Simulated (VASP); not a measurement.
# CdSe (F-43m) in VASP: further runs

The runs below take CdSe through single point, with PBE, PBEsol+D3(BJ), PBEsol+D4, PBEsol.

All numbers are computed with VASP 6.6.1; they aren't measurements. Logs are shortened: lines on timing, memory, paths and dates and some standing lists are left out, and cuts for length are marked.

### 1 The cell of the first run

Symmetry: F-43m, No. 216, cubic system. Conventional cell: a = 6.141 Å, b = 6.141 Å, c = 6.141 Å, α = 90.00°, β = 90.00°, γ = 90.00°. Cd (site symmetry -43m) has 4 Se at 2.66 Å within 3.5 Å. Within 3.5 Å of Se (site symmetry -43m) lie 4 Cd at 2.66 Å.

### 2 Single point, PBE

INCAR

```
PREC = Accurate
ENCUT = 520
EDIFF = 1E-6
ISMEAR = -1
SIGMA = 0.05
LREAL = F
LASPH = T
NELM = 100
ALGO = Normal
ISIF = 2
LWAVE = F
LCHARG = F
GGA = PE
NBANDS = 16
```

KPOINTS

```
regular mesh
0
Gamma
  4 4 4
```

POSCAR

```
CdSe
1.0
    0.0000000000      3.0702711986      3.0702711986
    3.0702711986      0.0000000000      3.0702711986
    3.0702711986      3.0702711986      0.0000000000
Cd Se
1 1
Direct
    0.0000000000      0.0000000000      0.0000000000
    0.2500000000      0.2500000000      0.2500000000
```

Potentials or basis: VASP PAW PBE potentials, release 64 (Cd, Se).

Command:

```
cat potpaw_PBE.64/Cd/POTCAR potpaw_PBE.64/Se/POTCAR > POTCAR
mpirun -np 1 vasp_std > vasp.out
```

OUTCAR:

```text
PREC = Accurate
   ENCUT = 520
   EDIFF = 1E-6
   ISMEAR = -1
   LREAL = F
   LASPH = T
   NELM = 100
   ISIF = 2
   GGA = PE

 ion  position               nearest neighbor table
   1  0.000  0.000  0.000-   2 2.66   2 2.66   2 2.66   2 2.66
   2  0.250  0.250  0.250-   1 2.66   1 2.66   1 2.66   1 2.66

  LATTYP: Found a face centered cubic cell.
 ALAT       =     6.1405423972

  Lattice vectors:

 A1 = (   0.0000000000,   3.0702711986,   3.0702711986)
 A2 = (   3.0702711986,   0.0000000000,   3.0702711986)
 A3 = (   3.0702711986,   3.0702711986,   0.0000000000)

Analysis of symmetry for initial positions (statically):
=====================================================================
 Subroutine PRICEL returns:
 Original cell was already a primitive cell.

 Routine SETGRP: Setting up the symmetry group for a
 face centered cubic supercell.

 Subroutine GETGRP returns: Found 24 space group operations
 (whereof 24 operations were pure point group operations)
 out of a pool of 48 trial point group operations.

The static configuration has the point symmetry T_d .

Analysis of symmetry for dynamics (positions and initial velocities):
=====================================================================
 Subroutine PRICEL returns:
 Original cell was already a primitive cell.

 Routine SETGRP: Setting up the symmetry group for a
 face centered cubic supercell.

 Subroutine GETGRP returns: Found 24 space group operations
 (whereof 24 operations were pure point group operations)
 out of a pool of 48 trial point group operations.

The dynamic configuration has the point symmetry T_d .

 Subroutine INISYM returns: Found 24 space group operations
 (whereof 24 operations are pure point group operations),
 and found     1 'primitive' translations

----------------------------------------------------------------------------------------

                                     Primitive cell

  volume of cell :      57.8842

  direct lattice vectors                    reciprocal lattice vectors
     0.000000000  3.070271199  3.070271199    -0.162852063  0.162852063  0.162852063
     3.070271199  0.000000000  3.070271199     0.162852063 -0.162852063  0.162852063
     3.070271199  3.070271199  0.000000000     0.162852063  0.162852063 -0.162852063

  length of vectors
     4.342019169  4.342019169  4.342019169     0.282068048  0.282068048  0.282068048

  position of ions in fractional coordinates (direct lattice)
     0.000000000  0.000000000  0.000000000
     0.250000000  0.250000000  0.250000000

  ion indices of the primitive-cell ions
   primitive index   ion index
                 1           1
                 2           2

----------------------------------------------------------------------------------------

 KPOINTS: regular mesh

Automatic generation of k-mesh.
 Grid dimensions read from file:
 generate k-points for:    4    4    4

 Generating k-lattice:

  Cartesian coordinates                     Fractional coordinates (reciprocal lattice)
    -0.040713016  0.040713016  0.040713016     0.250000000  0.000000000  0.000000000
     0.040713016 -0.040713016  0.040713016     0.000000000  0.250000000  0.000000000
     0.040713016  0.040713016 -0.040713016     0.000000000  0.000000000  0.250000000

  Length of vectors
     0.070517012  0.070517012  0.070517012

  Shift w.r.t. Gamma in fractional coordinates (k-lattice)
     0.000000000  0.000000000  0.000000000

 Subroutine IBZKPT returns following result:
 ===========================================

 Found      8 irreducible k-points:

 Following reciprocal coordinates:
            Coordinates               Weight
  0.000000  0.000000  0.000000      1.000000
  0.250000  0.000000  0.000000      8.000000
  0.500000  0.000000  0.000000      4.000000
  0.250000  0.250000  0.000000      6.000000
  0.500000  0.250000  0.000000     24.000000
 -0.250000  0.250000  0.000000     12.000000
  0.500000  0.500000  0.000000      3.000000
 -0.250000  0.500000  0.250000      6.000000
   k-points           NKPTS =      8   k-points in BZ     NKDIM =      8   number of bands    NBANDS=     16
   number of dos      NEDOS =    301   number of ions     NIONS =      2
   total plane-waves  NPLWV =  32768
   dimension x,y,z NGX =    32 NGY =   32 NGZ =   32
   dimension x,y,z NGXF=    64 NGYF=   64 NGZF=   64
   ions per type =               1   1
   NGX,Y,Z   is equivalent  to a cutoff of  12.25, 12.25, 12.25 a.u.
   NGXF,Y,Z  is equivalent  to a cutoff of  24.50, 24.50, 24.50 a.u.
 SYSTEM =  unknown system
   PREC   = accura    normal or accurate (medium, high low for compatibility)
   ISTART =      0    job   : 0-new  1-cont  2-samecut
   ICHARG =      2    charge: 1-file 2-atom 10-const
   ISPIN  =      1    spin polarized calculation?
   LNONCOLLINEAR =      F non collinear calculations
   LSORBIT =      F    spin-orbit coupling
   LASPH  =      T    aspherical Exc in radial PAW
   ENCUT  =  520.0 eV  38.22 Ry    6.18 a.u.   8.07  8.07  8.07*2*pi/ulx,y,z
   NELM   =    100;   NELMIN=  2; NELMDL= -5     # of ELM steps
   EDIFF  = 0.1E-05   stopping-criterion for ELM
   LREAL  =      F    real-space projection
   EDIFFG = 0.1E-04   stopping-criterion for IOM
   NSW    =      0    number of steps for IOM
   IBRION =     -1    ionic relax: 0-MD 1-quasi-New 2-CG
   NFREE  =      0    steps in history (QN), initial steepest desc. (CG)
   ISIF   =      2    stress and relaxation
   ISYM   =      2    0-nonsym 1-usesym 2-fastsym
   POTIM  = 0.5000    time-step for ionic-motion
   TEBEG  =    0.0;   TEEND  =   0.0 temperature during run
   PSTRESS=    0.0 pullay stress
   NELECT =      18.0000    total number of electrons
   NUPDOWN=      -1.0000    fix difference up-down
   EMIN   =  10.00;   EMAX   =-10.00  energy-range for DOS
   EFERMI =   0.00;   METHOD = LEGACY
   ISMEAR =    -1;   SIGMA  =   0.05  broadening in eV -4-tet -1-fermi 0-gaus
   EFERMI_NEDOS =   21; number of points for ismear=-14 and -15
   IALGO  =     38    algorithm
   IMIX   =      4    mixing-type and parameters
     AMIX     =   0.40;   BMIX     =  1.00
     AMIX_MAG =   1.60;   BMIX_MAG =  1.00
  volume/ion in A,a.u.               =      28.94       195.31
  Fermi-wavevector in a.u.,A,eV,Ry     =   1.109121  2.095935 16.737199  1.230149
  Thomas-Fermi vector in A             =   2.245657
   LORBIT       =      0    0 simple, 1 ext, 2 COOP (PROOUT), +10 PAW based schemes
   GGA     = PE    functional components
   LHFCALC =     F    Hartree Fock is set to
   AEXX    =    0.0000 exact exchange contribution
   IVDW    =     0    specifies the selected vdW correction
   LEPSILON=     F    determine dielectric tensor
   LRPA    =     F    only Hartree local field effects (RPA)
 non-spin polarized calculation
  energy-cutoff  :      520.00
  volume of cell :       57.88
 maximum number of plane-waves:      1588
   NGX = 17   NGY = 17   NGZ = 17

 number of electron      18.0000008 magnetization

 Free energy of the ion-electron system (eV)
  ---------------------------------------------------
  ext. energy  EPLUGINS =         0.00000000
  ---------------------------------------------------
  free energy    TOTEN  =        -5.44342860 eV

  energy without entropy =       -5.44326484  energy(sigma->0) =       -5.44334672

 E-fermi :   1.0415     XC(G=0):  -8.7444

 val. band max:        0.7467039286   @ k =   0.0000   0.0000   0.0000
 cond. band min:       1.2810330587   @ k =   0.0000   0.0000   0.0000
 fundamental gap:      0.5343291300
 Fermi energy:         1.0415366876

 k-point     1 :       0.0000    0.0000    0.0000
  band No.  band energies     occupation
      1     -11.6846      2.00000
      2      -7.1244      2.00000
      3      -7.1244      2.00000
      4      -7.1244      2.00000
      5      -6.7827      2.00000
      6      -6.7827      2.00000
      7       0.7467      1.99452
      8       0.7467      1.99452
      9       0.7467      1.99452
     10       1.2810      0.01649
     11       6.6595      0.00000
     12       6.6595      0.00000
     13       6.6595      0.00000
     14      10.4048      0.00000
     15      11.7647      0.00000
     16      11.7647      0.00000

 k-point     2 :       0.2500    0.0000    0.0000
  band No.  band energies     occupation
      1     -11.5115      2.00000
      2      -7.0741      2.00000
      3      -7.0741      2.00000
      4      -6.9227      2.00000
      5      -6.7805      2.00000
      6      -6.7805      2.00000
      7      -1.8576      2.00000
      8       0.3649      2.00000
      9       0.3649      2.00000
     10       2.9791      0.00000
     11       6.6587      0.00000
     12       7.1633      0.00000
     13       7.1633      0.00000
     14      10.7755      0.00000
     15      10.7755      0.00000
     16      10.8203      0.00000

 k-point     3 :       0.5000    0.0000    0.0000
  band No.  band energies     occupation
      1     -11.3358      2.00000
      2      -7.0380      2.00000
      3      -7.0380      2.00000
      4      -6.7608      2.00000
      5      -6.7608      2.00000
      6      -6.5061      2.00000
      7      -3.4889      2.00000
      8       0.0353      2.00000
      9       0.0353      2.00000
     10       3.0872      0.00000
     11       7.1627      0.00000
     12       7.1627      0.00000
     13       8.0787      0.00000
     14      10.7048      0.00000
     15      12.7827      0.00000
     16      12.7827      0.00000

 k-point     4 :       0.2500    0.2500    0.0000
  band No.  band energies     occupation
      1     -11.4550      2.00000
      2      -7.0130      2.00000
      3      -7.0130      2.00000
      4      -6.9691      2.00000
      5      -6.7869      2.00000
      6      -6.7558      2.00000
      7      -1.7754      2.00000
      8      -0.2354      2.00000
      9      -0.2354      2.00000
     10       3.9681      0.00000
     11       4.9596      0.00000
     12       8.3182      0.00000
     13       8.3182      0.00000
     14       8.5883      0.00000
     15      12.2821      0.00000
     16      13.8022      0.00000

 k-point     5 :       0.5000    0.2500    0.0000
  band No.  band energies     occupation
      1     -11.2821      2.00000
      2      -6.9952      2.00000
      3      -6.9590      2.00000
      4      -6.8396      2.00000
      5      -6.7510      2.00000
      6      -6.4733      2.00000
      7      -3.0819      2.00000
      8      -1.1681      2.00000
      9      -0.5299      2.00000
     10       4.4038      0.00000
     11       5.8492      0.00000
     12       7.8187      0.00000
     13       8.6120      0.00000
     14      10.5001      0.00000
     15      13.0152      0.00000
     16      13.6695      0.00000

 k-point     6 :      -0.2500    0.2500    0.0000
  band No.  band energies     occupation
      1     -11.3389      2.00000
      2      -7.0133      2.00000
      3      -7.0095      2.00000
      4      -6.7937      2.00000
      5      -6.7907      2.00000
      6      -6.5829      2.00000
      7      -2.7660      2.00000
      8      -1.2211      2.00000
      9       0.0119      2.00000
     10       4.4162      0.00000
     11       6.6095      0.00000
     12       7.0203      0.00000
     13       7.8198      0.00000
     14      10.3535      0.00000
     15      11.8891      0.00000
     16      13.6924      0.00000

 k-point     7 :       0.5000    0.5000    0.0000
  band No.  band energies     occupation
      1     -11.2260      2.00000
      2      -6.9446      2.00000
      3      -6.8851      2.00000
      4      -6.8851      2.00000
      5      -6.7289      2.00000
      6      -6.4440      2.00000
      7      -3.2183      2.00000
      8      -1.0155      2.00000
      9      -1.0155      2.00000
     10       3.9187      0.00000
     11       4.4593      0.00000
     12       9.7297      0.00000
     13      10.7798      0.00000
     14      10.7798      0.00000
     15      13.0873      0.00000
     16      13.9985      0.00000

 k-point     8 :      -0.2500    0.5000    0.2500
  band No.  band energies     occupation
      1     -11.2268      2.00000
      2      -6.9516      2.00000
      3      -6.9489      2.00000
      4      -6.8134      2.00000
      5      -6.7774      2.00000
      6      -6.3310      2.00000
      7      -3.1175      2.00000
      8      -1.3900      2.00000
      9      -1.3507      2.00000
     10       5.6506      0.00000
     11       5.9525      0.00000
     12       7.1497      0.00000
     13       8.3405      0.00000
     14      11.0652      0.00000
     15      13.2958      0.00000
     16      13.6819      0.00000

------------------------ aborting loop because EDIFF is reached ----------------------------------------

  FORCE on cell =-STRESS in cart. coord.  units (eV):
  Direction    XX          YY          ZZ          XY          YZ          ZX
  --------------------------------------------------------------------------------------
  -------------------------------------------------------------------------------------
  Total        0.6342570      0.6342570      0.6342570      0.0000000     -0.0000000     -0.0000000
  in kB       17.5555982     17.5555982     17.5555982      0.0000000     -0.0000000     -0.0000000
  external PRESSURE =      17.5555982 kB  Pullay stress =       0.0000000 kB

 VOLUME and BASIS-vectors are now :
 -----------------------------------------------------------------------------
  energy-cutoff  :      520.00
  volume of cell :       57.88
      direct lattice vectors                 reciprocal lattice vectors
     0.000000000  3.070271199  3.070271199    -0.162852063  0.162852063  0.162852063
     3.070271199  0.000000000  3.070271199     0.162852063 -0.162852063  0.162852063
     3.070271199  3.070271199  0.000000000     0.162852063  0.162852063 -0.162852063

 POSITION                                       TOTAL-FORCE (eV/Angst)
 -----------------------------------------------------------------------------------
      0.00000      0.00000      0.00000         0.000000     -0.000000     -0.000000
      1.53514      1.53514      1.53514        -0.000000      0.000000      0.000000
 -----------------------------------------------------------------------------------
    total drift:                               -0.000001     -0.000001     -0.000000

  FREE ENERGIE OF THE ION-ELECTRON SYSTEM (eV)
  ---------------------------------------------------
  free  energy   TOTEN  =        -5.4434285960 eV

  energy  without entropy=       -5.4432648415  energy(sigma->0) =       -5.44334672
```

It took 6.3 s on 1 thread of Intel Xeon Platinum 8375C at 2.90GHz (Ice Lake), shared host; peak memory 0.17 GiB.

Results:

```
Free energy            : -5.4434 eV
Pressure               : 1.8 GPa
Band gap on the k mesh : 0.53 eV
```

Levels at points of the mesh, in eV from the valence-band top:
| k point | band 6 | band 7 | band 8 | band 9 | band 10 | band 11 | band 12 | band 13 |
| --- | --- | --- | --- | --- | --- | --- | --- | --- |
| (0.00, 0.00, 0.00) | -7.53 | 0.00 | 0.00 | 0.00 | 0.53 | 5.91 | 5.91 | 5.91 |
| (0.50, 0.00, 0.00) | -7.25 | -4.24 | -0.71 | -0.71 | 2.34 | 6.42 | 6.42 | 7.33 |
| (0.50, 0.50, 0.00) | -7.19 | -3.97 | -1.76 | -1.76 | 3.17 | 3.71 | 8.98 | 10.03 |

Caveat: the k points lie up to 0.44 Å⁻¹ apart; semilocal functionals underestimate gaps, and a narrow one can read as zero.

### 3 Single point, PBEsol+D3(BJ)

This run uses another cell than the first one, of 27.24 Å³/atom.

INCAR

```
SYSTEM = CdSe
PREC = Accurate ; ENCUT = 520
EDIFF = 1E-6 ; ISMEAR = -1
SIGMA = 0.05 ; LREAL = .FALSE.
LASPH = .TRUE. ; NELM = 100
ALGO = Normal ; ISIF = 2
LWAVE = .FALSE. ; LCHARG = .FALSE.
GGA = PS ; IVDW = 12
NBANDS = 16
```

KPOINTS

```
Automatic mesh
0
G
  8 8 8
  0 0 0
```

POSCAR

```
CdSe
1.0
    0.0000000000      3.0089305162      3.0089305162
    3.0089305162      0.0000000000      3.0089305162
    3.0089305162      3.0089305162      0.0000000000
Cd Se
1 1
Direct
    0.0000000000      0.0000000000      0.0000000000
    0.2500000000      0.2500000000      0.2500000000
```

Potentials or basis: VASP PAW PBE potentials, release 64 (Cd, Se).

Command:

```
cat potpaw_PBE.64/Cd/POTCAR potpaw_PBE.64/Se/POTCAR > POTCAR
mpirun -np 1 vasp_std > vasp.out
```

Wall time 16 s (1 thread of Intel Xeon Platinum 8375C at 2.90GHz (Ice Lake), shared host); peak memory 0.19 GiB.

Results (log left out):

```
Free energy                : -6.7731 eV
Pressure                   : 0.4 GPa
Band gap on the k mesh     : 0.55 eV
Dispersion energy per atom : -0.305 eV
```

Levels at points of the mesh, in eV from the valence-band top:
| k point | band 6 | band 7 | band 8 | band 9 | band 10 | band 11 | band 12 | band 13 |
| --- | --- | --- | --- | --- | --- | --- | --- | --- |
| (0.00, 0.00, 0.00) | -7.61 | 0.00 | 0.00 | 0.00 | 0.55 | 5.85 | 5.85 | 5.85 |
| (0.50, 0.00, 0.00) | -7.30 | -4.65 | -0.81 | -0.81 | 2.32 | 6.37 | 6.37 | 7.36 |
| (0.50, 0.50, 0.00) | -7.23 | -4.28 | -1.99 | -1.99 | 2.94 | 3.70 | 9.13 | 10.32 |

Caveat: semilocal functionals underestimate gaps, and a narrow one can read as zero; the PAW data sets were made with another functional, which shifts forces and pressure a little.

(Part 1 of 2 ends here.)
